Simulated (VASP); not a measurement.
Crystal: Mg2InPtC6N6.

```
Mg In Pt C N
1.0
     0.00000    5.18450    5.18450
     5.18450    0.00000    5.18450
     5.18450    5.18450    0.00000
Mg In Pt C N
2 1 1 6 6
Direct
  0.25000 0.25000 0.25000
  0.75000 0.75000 0.75000
  0.50000 0.50000 0.50000
  0.00000 0.00000 0.00000
  0.81512 0.18488 0.18488
  0.18488 0.81512 0.18488
  0.18488 0.18488 0.81512
  0.18488 0.81512 0.81512
  0.81512 0.18488 0.81512
  0.81512 0.81512 0.18488
  0.70229 0.29771 0.29771
  0.29771 0.70229 0.29771
  0.29771 0.29771 0.70229
  0.29771 0.70229 0.70229
  0.70229 0.29771 0.70229
  0.70229 0.70229 0.29771
```

```yaml
Program: VASP 6.6.1
Task: relaxation of cell and atoms
Functional: PBE
Potentials_or_basis: VASP PAW PBE potentials, release 64 (Mg, In_d, Pt, C, N)
Cutoff: 600 eV
k_mesh: 4 × 4 × 4
Occupations: gaussian, width 0.1 eV
Spin: no spin polarisation
```

At the start: pressure 12.1 GPa; volume 17.42 Å³/atom.

How do energy, volume and symmetry change on relaxing?

Over 21 steps the energy falls by 165.2 meV/atom and the volume is 21.31 Å³/atom (+22.3 %); space group Fm-3m (No. 225, to 0.1 Å) before and after.

The path:
```csv
step,energy change (eV),largest force (eV/Å),pressure (GPa),volume (Å³)
1,0.0000,2.2237,12.06,278.71
2,2.2722,17.5891,15.35,335.03
3,-1.2043,4.9317,13.06,299.54
4,-2.2145,2.8430,6.50,317.46
5,-2.5715,0.3299,-1.47,347.83
6,-2.6125,0.8270,0.08,340.71
7,-2.6129,0.8884,0.28,339.85
8,-2.6312,0.2217,0.14,337.57
9,-2.6317,0.0979,0.13,337.14
10,-2.6317,0.1109,0.13,337.19
11,-2.6322,0.1011,0.11,337.34
12,-2.6338,0.1084,0.02,337.77
13,-2.6362,0.1464,-0.12,338.63
14,-2.6384,0.2256,-0.39,340.36
15,-2.6390,0.1744,-0.35,340.45
16,-2.6401,0.0945,-0.22,340.70
17,-2.6401,0.1426,-0.18,340.79
18,-2.6405,0.1357,-0.18,340.80
19,-2.6415,0.1148,-0.15,340.82
20,-2.6428,0.0729,-0.10,340.87
21,-2.6434,0.0139,0.01,340.96
```

Final structure:
```cif
data_structure
_symmetry_space_group_name_H-M 'P 1'
_symmetry_Int_Tables_number 1
_cell_length_a 7.8416
_cell_length_b 7.8416
_cell_length_c 7.8416
_cell_angle_alpha 60.000
_cell_angle_beta 60.000
_cell_angle_gamma 60.000
_cell_volume 340.96
loop_
_atom_site_label
_atom_site_type_symbol
_atom_site_fract_x
_atom_site_fract_y
_atom_site_fract_z
_atom_site_occupancy
Mg1 Mg 0.25000 0.25000 0.25000 1
Mg2 Mg 0.75000 0.75000 0.75000 1
In1 In 0.50000 0.50000 0.50000 1
Pt1 Pt 0.00000 0.00000 0.00000 1
C1 C 0.81155 0.18845 0.18845 1
C2 C 0.18845 0.81155 0.18845 1
C3 C 0.18845 0.18845 0.81155 1
C4 C 0.18844 0.81156 0.81156 1
C5 C 0.81156 0.18844 0.81156 1
C6 C 0.81156 0.81156 0.18844 1
N1 N 0.70605 0.29395 0.29395 1
N2 N 0.29395 0.70605 0.29395 1
N3 N 0.29395 0.29395 0.70605 1
N4 N 0.29395 0.70605 0.70605 1
N5 N 0.70605 0.29395 0.70605 1
N6 N 0.70605 0.70605 0.29395 1
```

Caveat: the volume moved by over 15 % at a fixed basis, so the end points are rough.
